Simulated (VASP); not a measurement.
A run of VASP 6.6.1:

Contents of INCAR:

```
ALGO = Normal
EDIFF = 1E-6
ENCUT = 520
GGA = PE
ISIF = 2
ISMEAR = 0
IVDW = 12
LASPH = True
LCHARG = False
LREAL = False
LWAVE = False
NBANDS = 35
NELM = 60
PREC = Accurate
SIGMA = 0.05
```

Contents of KPOINTS:

```
k-points
0
Gamma
  12 12 4
```

The input POSCAR:

```
MoS2
1.0
    3.1179000000      0.0000000000      0.0000000000
   -1.5589500000      2.7001806064      0.0000000000
    0.0000000000      0.0000000000     11.0072000000
Mo S
2 4
Direct
    0.6666666667      0.3333333333      0.2501439769
    0.3333333333      0.6666666667      0.7498560231
    0.3333333333      0.6666666667      0.3795985159
    0.6666666667      0.3333333333      0.8793132861
    0.3333333333      0.6666666667      0.1206867139
    0.6666666667      0.3333333333      0.6204014841
```

Potentials or basis: VASP PAW PBE potentials, release 64 (Mo_sv, S).

Launch:

```sh
$ cat potpaw_PBE.64/Mo_sv/POTCAR potpaw_PBE.64/S/POTCAR > POTCAR
$ mpirun -np 1 vasp_std > vasp.out
```

Hardware: 1 thread of Intel Xeon 8259CL, on a shared host.

Task: How long does it take, and how much memory?

Result: It took 4.6 min on 1 thread of Intel Xeon 8259CL, with other jobs on the host, peak memory 0.33 GiB. Counts: scf iterations 14, k points 69.
